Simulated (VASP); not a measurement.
# LuH2 (Fm-3m) in VASP: notebook

The runs below take LuH2 through single point, relaxation of cell and atoms, with PBEsol.

Everything below comes from runs of VASP 6.6.1. Logs are shortened: lines on timing, memory, paths and dates and some standing lists are left out, and cuts for length are marked.

**1. The cell of the first run**

It takes space group Fm-3m (No. 225, cubic). The conventional cell has a = 4.958 Å, b = 4.958 Å, c = 4.958 Å, α = 90.00°, β = 90.00°, γ = 90.00°. Within 2.8 Å of Lu (site symmetry m-3m) lie 8 H at 2.15 Å. H (site symmetry -43m) has 4 Lu at 2.15 Å and 6 H at 2.48 Å within 2.8 Å.

**2. Single point, PBEsol**

Contents of INCAR:

```
SYSTEM = LuH2
PREC = Accurate
ENCUT = 520
EDIFF = 1E-6
ISMEAR = -1
SIGMA = 0.05
LREAL = .FALSE.
LASPH = .TRUE.
NELM = 80
ALGO = Normal
ISIF = 2
LWAVE = .FALSE.
LCHARG = .TRUE.
GGA = PS
LELF = .TRUE.
LVHAR = .TRUE.
NBANDS = 20
```

Contents of KPOINTS:

```
regular mesh
0
G
  12 12 12
  0 0 0
```

Contents of POSCAR:

```
LuH2
1.0
    0.0000000000      2.4791310110      2.4791310110
    2.4791310110      0.0000000000      2.4791310110
    2.4791310110      2.4791310110      0.0000000000
Lu H
1 2
Direct
    0.0000000000      0.0000000000      0.0000000000
    0.2500000000      0.2500000000      0.2500000000
    0.7500000000      0.7500000000      0.7500000000
```

Potentials or basis: VASP PAW PBE potentials, release 64 (Lu, H).

Command:

```bash
cat potpaw_PBE.64/Lu/POTCAR potpaw_PBE.64/H/POTCAR > POTCAR
mpirun -np 1 vasp_std > vasp.out
```

OUTCAR:

```text
SYSTEM = LuH2
   PREC = Accurate
   ENCUT = 520
   EDIFF = 1E-6
   ISMEAR = -1
   LREAL = .FALSE.
   LASPH = .TRUE.
   NELM = 80
   ISIF = 2
   GGA = PS

 ion  position               nearest neighbor table
   1  0.000  0.000  0.000-   2 2.15   3 2.15   3 2.15   3 2.15   3 2.15   2 2.15   2 2.15   2 2.15

   2  0.250  0.250  0.250-   1 2.15   1 2.15   1 2.15   1 2.15
   3  0.750  0.750  0.750-   1 2.15   1 2.15   1 2.15   1 2.15

  LATTYP: Found a face centered cubic cell.
 ALAT       =     4.9582620220

  Lattice vectors:

 A1 = (   0.0000000000,   2.4791310110,   2.4791310110)
 A2 = (   2.4791310110,   0.0000000000,   2.4791310110)
 A3 = (   2.4791310110,   2.4791310110,   0.0000000000)

Analysis of symmetry for initial positions (statically):
=====================================================================
 Subroutine PRICEL returns:
 Original cell was already a primitive cell.

 Routine SETGRP: Setting up the symmetry group for a
 face centered cubic supercell.

 Subroutine GETGRP returns: Found 48 space group operations
 (whereof 48 operations were pure point group operations)
 out of a pool of 48 trial point group operations.

The static configuration has the point symmetry O_h .

Analysis of symmetry for dynamics (positions and initial velocities):
=====================================================================
 Subroutine PRICEL returns:
 Original cell was already a primitive cell.

 Routine SETGRP: Setting up the symmetry group for a
 face centered cubic supercell.

 Subroutine GETGRP returns: Found 48 space group operations
 (whereof 48 operations were pure point group operations)
 out of a pool of 48 trial point group operations.

The dynamic configuration has the point symmetry O_h .

 Subroutine INISYM returns: Found 48 space group operations
 (whereof 48 operations are pure point group operations),
 and found     1 'primitive' translations

----------------------------------------------------------------------------------------

                                     Primitive cell

  volume of cell :      30.4739

  direct lattice vectors                    reciprocal lattice vectors
     0.000000000  2.479131011  2.479131011    -0.201683573  0.201683573  0.201683573
     2.479131011  0.000000000  2.479131011     0.201683573 -0.201683573  0.201683573
     2.479131011  2.479131011  0.000000000     0.201683573  0.201683573 -0.201683573

  length of vectors
     3.506020699  3.506020699  3.506020699     0.349326195  0.349326195  0.349326195

  position of ions in fractional coordinates (direct lattice)
     0.000000000  0.000000000  0.000000000
     0.250000000  0.250000000  0.250000000
     0.750000000  0.750000000  0.750000000

  ion indices of the primitive-cell ions
   primitive index   ion index
                 1           1
                 2           2
                 3           3

----------------------------------------------------------------------------------------

 KPOINTS: regular mesh

Automatic generation of k-mesh.
 Grid dimensions read from file:
 generate k-points for:   12   12   12

 Generating k-lattice:

  Cartesian coordinates                     Fractional coordinates (reciprocal lattice)
    -0.016806964  0.016806964  0.016806964     0.083333333  0.000000000  0.000000000
     0.016806964 -0.016806964  0.016806964     0.000000000  0.083333333  0.000000000
     0.016806964  0.016806964 -0.016806964     0.000000000  0.000000000  0.083333333

  Length of vectors
     0.029110516  0.029110516  0.029110516

  Shift w.r.t. Gamma in fractional coordinates (k-lattice)
     0.000000000  0.000000000  0.000000000

 Subroutine IBZKPT returns following result:
 ===========================================

 Found     72 irreducible k-points:

 Following reciprocal coordinates:
            Coordinates               Weight
  0.000000  0.000000  0.000000      1.000000
  0.083333  0.000000  0.000000      8.000000
  0.166667  0.000000  0.000000      8.000000
  0.250000  0.000000  0.000000      8.000000
  0.333333  0.000000  0.000000      8.000000
  0.416667  0.000000  0.000000      8.000000
[... 16 lines left out ...]
  0.500000  0.166667  0.000000     24.000000
 -0.416667  0.166667  0.000000     24.000000
 [... further k-points ...]
   k-points           NKPTS =     72   k-points in BZ     NKDIM =     72   number of bands    NBANDS=     20
   number of dos      NEDOS =    301   number of ions     NIONS =      3
   total plane-waves  NPLWV =  21952
   dimension x,y,z NGX =    28 NGY =   28 NGZ =   28
   dimension x,y,z NGXF=    56 NGYF=   56 NGZF=   56
   ions per type =               1   2
   NGX,Y,Z   is equivalent  to a cutoff of  13.28, 13.28, 13.28 a.u.
   NGXF,Y,Z  is equivalent  to a cutoff of  26.55, 26.55, 26.55 a.u.
 SYSTEM =  LuH2
   PREC   = accura    normal or accurate (medium, high low for compatibility)
   ISTART =      0    job   : 0-new  1-cont  2-samecut
   ICHARG =      2    charge: 1-file 2-atom 10-const
   ISPIN  =      1    spin polarized calculation?
   LNONCOLLINEAR =      F non collinear calculations
   LSORBIT =      F    spin-orbit coupling
   LASPH  =      T    aspherical Exc in radial PAW
   ENCUT  =  520.0 eV  38.22 Ry    6.18 a.u.   6.52  6.52  6.52*2*pi/ulx,y,z
   NELM   =     80;   NELMIN=  2; NELMDL= -5     # of ELM steps
   EDIFF  = 0.1E-05   stopping-criterion for ELM
   LREAL  =      F    real-space projection
   EDIFFG = 0.1E-04   stopping-criterion for IOM
   NSW    =      0    number of steps for IOM
   IBRION =     -1    ionic relax: 0-MD 1-quasi-New 2-CG
   NFREE  =      0    steps in history (QN), initial steepest desc. (CG)
   ISIF   =      2    stress and relaxation
   ISYM   =      2    0-nonsym 1-usesym 2-fastsym
   POTIM  = 0.5000    time-step for ionic-motion
   TEBEG  =    0.0;   TEEND  =   0.0 temperature during run
   PSTRESS=    0.0 pullay stress
   NELECT =      27.0000    total number of electrons
   NUPDOWN=      -1.0000    fix difference up-down
   EMIN   =  10.00;   EMAX   =-10.00  energy-range for DOS
   EFERMI =   0.00;   METHOD = LEGACY
   ISMEAR =    -1;   SIGMA  =   0.05  broadening in eV -4-tet -1-fermi 0-gaus
   EFERMI_NEDOS =   21; number of points for ismear=-14 and -15
   IALGO  =     38    algorithm
   IMIX   =      4    mixing-type and parameters
     AMIX     =   0.40;   BMIX     =  1.00
     AMIX_MAG =   1.60;   BMIX_MAG =  1.00
  volume/ion in A,a.u.               =      10.16        68.55
  Fermi-wavevector in a.u.,A,eV,Ry     =   1.572365  2.971338 33.638101  2.472331
  Thomas-Fermi vector in A             =   2.673810
   LORBIT       =      0    0 simple, 1 ext, 2 COOP (PROOUT), +10 PAW based schemes
   GGA     = PS    functional components
   LHFCALC =     F    Hartree Fock is set to
   AEXX    =    0.0000 exact exchange contribution
   IVDW    =     0    specifies the selected vdW correction
   LEPSILON=     F    determine dielectric tensor
   LRPA    =     F    only Hartree local field effects (RPA)
 non-spin polarized calculation
  energy-cutoff  :      520.00
  volume of cell :       30.47
 maximum number of plane-waves:       869
 NGX is ok and might be reduce to    28
   NGX = 13   NGY = 13   NGZ = 13

 number of electron      26.9999997 magnetization

 Free energy of the ion-electron system (eV)
  ---------------------------------------------------
  ext. energy  EPLUGINS =         0.00000000
  ---------------------------------------------------
  free energy    TOTEN  =       -13.70496001 eV

  energy without entropy =      -13.70135727  energy(sigma->0) =      -13.70315864

 E-fermi :   2.6197     XC(G=0): -11.4124

 val. band max:        2.5739404490   @ k =   0.5000   0.2500   0.0833
 cond. band min:       2.8512961148   @ k =  -0.2500   0.2500   0.0833
 fundamental gap:      0.2773556658
 Fermi energy:         2.6196676304

 k-point     1 :       0.0000    0.0000    0.0000
  band No.  band energies     occupation
      1     -53.3129      2.00000
      2     -23.8102      2.00000
      3     -23.8102      2.00000
      4     -23.8102      2.00000
      5      -6.7677      2.00000
      6      -2.4452      2.00000
[... 12 lines left out ...]
     19      13.0590      0.00000
     20      15.3387      0.00000

 k-point     2 :       0.0833    0.0000    0.0000
  band No.  band energies     occupation
      1     -53.3110      2.00000
      2     -23.8471      2.00000
      3     -23.8146      2.00000
      4     -23.8146      2.00000
      5      -6.5962      2.00000
      6      -2.4481      2.00000
[... 12 lines left out ...]
     19      12.2876      0.00000
     20      15.7465      0.00000

 k-point     3 :       0.1667    0.0000    0.0000
  band No.  band energies     occupation
      1     -53.3061      2.00000
      2     -23.9462      2.00000
      3     -23.8267      2.00000
      4     -23.8267      2.00000
      5      -6.1146      2.00000
      6      -2.4560      2.00000
[... 12 lines left out ...]
     19      11.2978      0.00000
     20      15.9968      0.00000

 k-point     4 :       0.2500    0.0000    0.0000
  band No.  band energies     occupation
      1     -53.2993      2.00000
      2     -24.0780      2.00000
      3     -23.8431      2.00000
      4     -23.8431      2.00000
      5      -5.4237      2.00000
      6      -2.4649      2.00000
[... 12 lines left out ...]
     19      11.1147      0.00000
     20      13.8754      0.00000

 k-point     5 :       0.3333    0.0000    0.0000
  band No.  band energies     occupation
      1     -53.2925      2.00000
      2     -24.2057      2.00000
      3     -23.8594      2.00000
      4     -23.8594      2.00000
      5      -4.7094      2.00000
      6      -2.4621      2.00000
[... 12 lines left out ...]
     19      11.6553      0.00000
     20      12.3385      0.00000

 k-point     6 :       0.4167    0.0000    0.0000
  band No.  band energies     occupation
      1     -53.2876      2.00000
      2     -24.2968      2.00000
      3     -23.8713      2.00000
      4     -23.8713      2.00000
      5      -4.2127      2.00000
      6      -2.4382      2.00000
[... 12 lines left out ...]
     19      10.1003      0.00000
     20      13.8554      0.00000

 k-point     7 :       0.5000    0.0000    0.0000
  band No.  band energies     occupation
      1     -53.2857      2.00000
      2     -24.3297      2.00000
      3     -23.8757      2.00000
      4     -23.8757      2.00000
      5      -4.0522      2.00000
      6      -2.4221      2.00000
[... 12 lines left out ...]
     19       9.5069      0.00000
     20      14.3105      0.00000
[... 277 lines left out ...]
 k-point    20 :       0.2500    0.1667    0.0000
  band No.  band energies     occupation
      1     -53.2987      2.00000
      2     -24.0322      2.00000
      3     -23.8741      2.00000
      4     -23.8726      2.00000
      5      -5.3274      2.00000
      6      -2.4759      2.00000
[... 12 lines left out ...]
     19      11.9291      0.00000
     20      14.6718      0.00000

 k-point    21 :       0.3333    0.1667    0.0000
  band No.  band energies     occupation
      1     -53.2926      2.00000
      2     -24.1363      2.00000
      3     -23.8977      2.00000
      4     -23.8918      2.00000
      5      -4.6187      2.00000
      6      -2.4877      2.00000
[... 12 lines left out ...]
     19      11.8983      0.00000
     20      12.4436      0.00000

 k-point    22 :       0.4167    0.1667    0.0000
  band No.  band energies     occupation
      1     -53.2870      2.00000
      2     -24.2256      2.00000
      3     -23.9282      2.00000
      4     -23.9023      2.00000
      5      -3.9604      2.00000
      6      -2.4774      2.00000
[... 12 lines left out ...]
     19      10.3920      0.00000
     20      12.8422      0.00000

 k-point    23 :       0.5000    0.1667    0.0000
  band No.  band energies     occupation
      1     -53.2835      2.00000
      2     -24.2776      2.00000
      3     -23.9563      2.00000
      4     -23.9028      2.00000
      5      -3.5960      2.00000
      6      -2.4406      2.00000
[... 12 lines left out ...]
     19      10.1125      0.00000
     20      13.2855      0.00000

 k-point    24 :      -0.4167    0.1667    0.0000
  band No.  band energies     occupation
      1     -53.2831      2.00000
      2     -24.2810      2.00000
      3     -23.9733      2.00000
      4     -23.8932      2.00000
      5      -3.5607      2.00000
      6      -2.4310      2.00000
[... 12 lines left out ...]
     19      10.2376      0.00000
     20      12.8897      0.00000

 [... further k-points ...]
[... 5 lines left out ...]
  --------------------------------------------------------------------------------------
  -------------------------------------------------------------------------------------
  Total        0.0640922      0.0640922      0.0640922     -0.0000000     -0.0000000     -0.0000000
  in kB        3.3696697      3.3696697      3.3696697     -0.0000000     -0.0000000     -0.0000000
  external PRESSURE =       3.3696697 kB  Pullay stress =       0.0000000 kB

 VOLUME and BASIS-vectors are now :
 -----------------------------------------------------------------------------
  energy-cutoff  :      520.00
  volume of cell :       30.47
      direct lattice vectors                 reciprocal lattice vectors
     0.000000000  2.479131011  2.479131011    -0.201683573  0.201683573  0.201683573
     2.479131011  0.000000000  2.479131011     0.201683573 -0.201683573  0.201683573
     2.479131011  2.479131011  0.000000000     0.201683573  0.201683573 -0.201683573

 POSITION                                       TOTAL-FORCE (eV/Angst)
 -----------------------------------------------------------------------------------
      0.00000      0.00000      0.00000         0.000000      0.000000      0.000000
      1.23957      1.23957      1.23957        -0.000000     -0.000000     -0.000000
      3.71870      3.71870      3.71870         0.000000      0.000000      0.000000
 -----------------------------------------------------------------------------------
    total drift:                               -0.000000     -0.000000      0.000000

  FREE ENERGIE OF THE ION-ELECTRON SYSTEM (eV)
  ---------------------------------------------------
  free  energy   TOTEN  =       -13.7049600123 eV

  energy  without entropy=      -13.7013572672  energy(sigma->0) =      -13.70315864
```

It took 30 s on 1 thread of AMD EPYC 9R45 (Zen 5), shared host; peak memory 0.17 GiB.

What came out:

```yaml
Free_energy: -13.7050 eV
Pressure: 0.3 GPa
```

Caveat: the PAW data sets were made with another functional, which shifts forces and pressure a little; spin-orbit coupling is left out, which moves the levels of the heavy elements.

**3. Single point, PBEsol**

Contents of INCAR:

```
ALGO     = Normal         # electronic algorithm
EDIFF    = 1E-6           # SCF threshold, eV
ENCUT    = 520            # plane-wave cutoff, eV
GGA      = PS             # functional
ISIF     = 2              # what is computed and relaxed
ISMEAR   = -1             # smearing method
LASPH    = T              # aspherical terms in the spheres
LCHARG   = T              # write CHGCAR
LELF     = T              # ELF
LREAL    = F              # projectors in reciprocal space
LVHAR    = T            
LWAVE    = F              # write WAVECAR
NBANDS   = 20             # bands
NELM     = 100            # most SCF steps
PREC     = Accurate       # precision mode
SIGMA    = 0.05           # smearing width, eV
```

Contents of KPOINTS:

```
k-points
0
Gamma
  12 12 12
```

POSCAR is that of step 2.

Potentials or basis: VASP PAW PBE potentials, release 64 (Lu, H).

Command:

```bash
cat potpaw_PBE.64/Lu/POTCAR potpaw_PBE.64/H/POTCAR > POTCAR
mpirun -np 1 vasp_std > vasp.out
```

It took 31 s on 1 thread of AMD EPYC 9R45 (Zen 5), shared host; peak memory 0.17 GiB.

The run converged. Its results:

| Property | Result |
| --- | --- |
| Free energy | -13.7050 eV |
| Pressure | 0.3 GPa |

Levels at points of the mesh, in eV from the Fermi level:
```tsv
k point	band 9	band 10	band 11	band 12	band 13	band 14	band 15	band 16	band 17	band 18
(0.00, 0.00, 0.00)	-4.72	-4.64	-4.64	-4.64	-0.25	1.48	1.48	1.48	4.45	4.45
(0.50, 0.00, 0.00)	-4.69	-4.66	-4.66	-4.63	-3.70	1.55	1.55	5.13	6.07	6.07
(0.50, 0.50, 0.00)	-4.71	-4.68	-4.67	-4.67	-3.74	-2.36	6.29	6.38	6.38	6.88
```

Caveat: the PAW data sets were made with another functional, which shifts forces and pressure a little; spin-orbit coupling is left out, which moves the levels of the heavy elements.

[end of part 1 of 2]
